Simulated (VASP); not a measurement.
# C (Fd-3m) in VASP: a series of runs, part 2 of 2

VASP 6.6.1. The steps go on from the part before.

**5. Single point, r2SCAN+D3(BJ)**

This run uses another cell than the first one, of 5.44 Å³/atom.

POSCAR reads:

```
C
1.0
    0.0000000000      1.7592674508      1.7592674508
    1.7592674508      0.0000000000      1.7592674508
    1.7592674508      1.7592674508      0.0000000000
C
2
Direct
    0.7500000000      0.7500000000      0.7500000000
    0.5000000000      0.5000000000      0.5000000000
```

INCAR.step1 reads:

```
SYSTEM = C
PREC = Accurate
ENCUT = 1430
ISMEAR = -1
SIGMA = 0.05
LREAL = .False.
LASPH = .True.
NELM = 120
NBANDS = 11
GGA = PE
ALGO = Normal
EDIFF = 1E-5
LWAVE = .True.
LCHARG = .False.
GGA_COMPAT = .False.
```

INCAR.step2 reads:

```
SYSTEM = C
PREC = Accurate
ENCUT = 1430
EDIFF = 1E-6
ISMEAR = -1
SIGMA = 0.05
LREAL = .False.
LASPH = .True.
NELM = 120
ALGO = Normal
ISIF = 2
LWAVE = .False.
LCHARG = .True.
METAGGA = R2SCAN
LMIXTAU = .True.
IVDW = 12
VDW_S6 = 1.0
VDW_S8 = 0.78981345
VDW_A1 = 0.49484001
VDW_A2 = 5.73083694
LELF = .True.
LVHAR = .True.
NBANDS = 11
ISTART = 1
GGA_COMPAT = .False.
```

KPOINTS reads:

```
Automatic mesh
0
Gamma
  13 13 13
  0 0 0
```

Potentials or basis: VASP PAW PBE potentials, release 64 (C_h).

Started as:

```
$ cat potpaw_PBE.64/C_h/POTCAR > POTCAR
$ cp INCAR.step1 INCAR
$ mpirun -np 1 vasp_std > vasp.out
$ cp INCAR.step2 INCAR
$ mpirun -np 1 vasp_std > vasp.out
```

OUTCAR:

```text
SYSTEM = C
   PREC = Accurate
   ENCUT = 1430
   EDIFF = 1E-6
   ISMEAR = -1
   LREAL = .False.
   LASPH = .True.
   NELM = 120
   ISIF = 2
   METAGGA = R2SCAN
   IVDW = 12
   ISTART = 1
 IVDW          = 12

 ion  position               nearest neighbor table
   1  0.750  0.750  0.750-   2 1.52   2 1.52   2 1.52   2 1.52
   2  0.500  0.500  0.500-   1 1.52   1 1.52   1 1.52   1 1.52

  LATTYP: Found a face centered cubic cell.
 ALAT       =     3.5185349016

  Lattice vectors:

 A1 = (   0.0000000000,   1.7592674508,   1.7592674508)
 A2 = (   1.7592674508,   0.0000000000,   1.7592674508)
 A3 = (   1.7592674508,   1.7592674508,   0.0000000000)

Analysis of symmetry for initial positions (statically):
=====================================================================
 Subroutine PRICEL returns:
 Original cell was already a primitive cell.

 Routine SETGRP: Setting up the symmetry group for a
 face centered cubic supercell.

 Subroutine GETGRP returns: Found 48 space group operations
 (whereof 24 operations were pure point group operations)
 out of a pool of 48 trial point group operations.

The static configuration has the point symmetry T_d .
 The point group associated with its full space group is O_h .
[... 173 lines left out ...]
      4      11.5587      2.00000
      5      17.5538      0.00000
      6      17.5538      0.00000
      7      17.5538      0.00000
      8      26.4060      0.00000
      9      32.5310      0.00000
     10      39.3670      0.00000
     11      39.3670      0.00000
[... 309 lines left out ...]
 k-point    24 :       0.4615    0.1538    0.0000
  band No.  band energies     occupation
      1      -6.3011      2.00000
      2      -0.6492      2.00000
      3       6.7136      2.00000
      4       7.2709      2.00000
      5      19.1838      0.00000
      6      23.0312      0.00000
      7      23.5098      0.00000
      8      26.7172      0.00000
      9      33.9065      0.00000
     10      36.9560      0.00000
     11      40.5266      0.00000

 [... further k-points ...]

------------------------ aborting loop because EDIFF is reached ----------------------------------------

 Edisp (eV)   -0.18755

 E8    (eV) :    -0.0390

  FORCE on cell =-STRESS in cart. coord.  units (eV):
  Direction    XX          YY          ZZ          XY          YZ          ZX
  --------------------------------------------------------------------------------------
  -------------------------------------------------------------------------------------
  Total       0.92083     0.92083     0.92083    -0.00000    -0.00000    -0.00000
  in kB     135.47728   135.47728   135.47728    -0.00000    -0.00000    -0.00000
  external pressure =      135.48 kB  Pullay stress =        0.00 kB

 VOLUME and BASIS-vectors are now :
 -----------------------------------------------------------------------------
  energy-cutoff  :     1430.00
  volume of cell :       10.89
      direct lattice vectors                 reciprocal lattice vectors
     0.000000000  1.759267451  1.759267451    -0.284209203  0.284209203  0.284209203
     1.759267451  0.000000000  1.759267451     0.284209203 -0.284209203  0.284209203
     1.759267451  1.759267451  0.000000000     0.284209203  0.284209203 -0.284209203

 POSITION                                       TOTAL-FORCE (eV/Angst)
 -----------------------------------------------------------------------------------
      2.63890      2.63890      2.63890        -0.000000     -0.000000     -0.000000
      1.75927      1.75927      1.75927         0.000000      0.000000      0.000000
 -----------------------------------------------------------------------------------
    total drift:                               -0.000000     -0.000000      0.000000

  FREE ENERGIE OF THE ION-ELECTRON SYSTEM (eV)
  ---------------------------------------------------
  free  energy   TOTEN  =       -19.8909004846 eV

  energy  without entropy=      -19.8909004845  energy(sigma->0) =      -19.89090048
```

Wall time 65 s (1 thread of Intel Xeon Platinum 8375C at 2.90GHz (Ice Lake), shared host); peak memory 0.2 GiB.

Results:

* Free energy: -19.8909 eV
* Pressure: 13.5 GPa
* Band gap on the k mesh: 4.46 eV (least direct gap 6.00 eV)
* Dispersion energy per atom: -0.094 eV

Caveat: the cell stands under pressure; the PAW data sets were made with another functional, which shifts forces and pressure a little; an odd mesh through Γ misses points on the zone boundary, where band edges can lie. r2SCAN opens gaps a little over a GGA but as a rule still falls short of measured ones.

**6. The runs side by side**

| level | potentials or basis | cell | k mesh | cutoff (eV) | smearing | grid for exact exchange (PRECFOCK) | share of exact exchange | gap on the mesh (eV) | pressure (GPa) |
| --- | --- | --- | --- | --- | --- | --- | --- | --- | --- |
| PBE0 | VASP PAW PBE potentials, release 64 (C) | a = 2.522 Å, angles 60.0°, 2 atoms | 7 × 7 × 7 | 520 | fermi-dirac 0.05 eV | Normal | 0.25 | 6.18 | -7.5 |
| LDA | VASP PAW LDA potentials, release 64 (C_h) | a = 2.505 Å, angles 60.0°, 2 atoms | 13 × 13 × 13 | 1300 | gaussian 0.05 eV | - | - | 4.16 | -3.4 |
| r2SCAN+D3(BJ) | VASP PAW PBE potentials, release 64 (C_h) | a = 2.505 Å, angles 60.0°, 2 atoms | 13 × 13 × 13 | 1430 | fermi-dirac 0.05 eV | - | - | 4.41 | 3.5 |
| r2SCAN+D3(BJ) | VASP PAW PBE potentials, release 64 (C_h) | a = 2.488 Å, angles 60.0°, 2 atoms | 13 × 13 × 13 | 1430 | fermi-dirac 0.05 eV | - | - | 4.46 | 13.5 |

Alike in all rows: task single point; no spin polarisation.

Caveats: some runs use coarse meshes; an odd mesh through Γ misses points on the zone boundary, where band edges can lie; the PAW data sets were made with another functional, which shifts forces and pressure a little (at least some runs); the cell stands under pressure (at least some runs); the cell stands under tension (at least some runs).

Total energies depend on the potentials used, so only differences within one code and one set of settings carry meaning.
